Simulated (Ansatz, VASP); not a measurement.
**One calculation of CdSe, two programs**

Contents of INCAR:

```
PREC = Accurate ; ENCUT = 600
EDIFF = 1E-6 ; ISMEAR = -1
SIGMA = 0.05 ; LREAL = F
LASPH = T ; NELM = 80
ALGO = Normal ; ISIF = 3
LWAVE = F ; LCHARG = F
GGA = PE ; IVDW = 12
IBRION = 2 ; NSW = 60
EDIFFG = -0.01
```

The input KPOINTS:

```
Automatic mesh
0
Gamma
  7 7 4
```

Contents of POSCAR:

```
CdSe
1.0
    4.3000000000      0.0000000000      0.0000000000
   -2.1500000000      3.7239092363      0.0000000000
    0.0000000000      0.0000000000      7.0200000000
Cd Se
2 2
Direct
    0.6666666667      0.3333333333      0.5000000000
    0.3333333333      0.6666666667      0.0000000000
    0.6666666667      0.3333333333      0.8850000000
    0.3333333333      0.6666666667      0.3850000000
```

File input.yaml:

```yaml
crystal:
  lattice:
    - [4.3, 0.0, 0.0]
    - [-2.15, 3.7239092363, 0.0]
    - [0.0, 0.0, 7.02]
  atoms:
    - { symbol: Cd, position: [0.6666666667, 0.3333333333, 0.5] }
    - { symbol: Cd, position: [0.3333333333, 0.6666666667, 0.0] }
    - { symbol: Se, position: [0.6666666667, 0.3333333333, 0.885] }
    - { symbol: Se, position: [0.3333333333, 0.6666666667, 0.385] }
hamiltonian:
  xc: pbe
  pseudopotentials: { kind: paw }
  dispersion: d3bj
kpoints:
  mp_grid: { grid: [7, 7, 4] }
scf:
  occupations: { method: fermi_dirac, width: 0.05 }
output:
  forces: true
  stress: true
relax:
  f_tol: 0.01
  max_steps: 40
  cell: { stress_tol: 0.05 }
```

Alike in both runs: task relaxation of cell and atoms; functional PBE; dispersion D3(BJ); k mesh 7 × 7 × 4; occupations fermi-dirac, width 0.05 eV; no spin polarisation.

|  | VASP | Ansatz |
| --- | --- | --- |
| version | VASP 6.6.1 | Ansatz 0.2.0 |
| potentials or method | VASP PAW PBE potentials, release 64 (Cd, Se) | Ansatz PAW |
| plane-wave cutoff (eV) | 600 | 420 |
| valence electrons in the cell | 36 | 72 |

VASP gave:

```
relaxed volume (Å³/atom)                                     : 28.69
relaxed cell length with the largest relative difference (Å) : 7.076
```

Question: What did Ansatz give for the same quantities?

Answer: Relaxed volume (Å³/atom): 28.56; relaxed cell length with the largest relative difference (Å): 7.063.

VASP's potentials hold 36 valence electrons a cell and Ansatz's 72, so a difference there can come from the potentials and not from the codes.

Noted on Ansatz's run: odd divisions of the mesh miss points on the zone boundary, where band edges often lie, so the gap on the mesh can be too wide; the plane-wave basis is chosen anew once the cell has moved, so the energies of steps on either side of that aren't comparable.
